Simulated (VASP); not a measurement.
A run of VASP 6.6.1 is set up as follows.

INCAR

```
SYSTEM = SrO
PREC = Accurate
ENCUT = 520
EDIFF = 1E-8
ISMEAR = -1
SIGMA = 0.02
LREAL = .FALSE.
LASPH = .TRUE.
NELM = 60
ALGO = Normal
ISIF = 2
LWAVE = .FALSE.
LCHARG = .FALSE.
GGA = CA
LEFG = .TRUE.
NBANDS = 15
```

The input KPOINTS:

```
Automatic mesh
0
G
  8 8 8
  0 0 0
```

Contents of POSCAR:

```
SrO
1.0
    0.0000000000      2.5698000000      2.5698000000
    2.5698000000      0.0000000000      2.5698000000
    2.5698000000      2.5698000000      0.0000000000
Sr O
1 1
Direct
    0.0000000000      0.0000000000      0.0000000000
    0.5000000000      0.5000000000      0.5000000000
```

Potentials or basis: VASP PAW LDA potentials, release 64 (Sr_sv, O).

Run with:

```bash
$ cat potpaw_LDA.64/Sr_sv/POTCAR potpaw_LDA.64/O/POTCAR > POTCAR
$ mpirun -np 1 vasp_std > vasp.out
```

(1) What does it give for the pressure?

(2) Predict the band gap on the k mesh.

Results:

(1) -3.5 GPa.

(2) 3.10 eV, indirect (least direct gap 3.18 eV).

Caveat: without QUAD_EFG the Cq values of the log hold for a quadrupole moment of 1 mb, not for the nuclei.
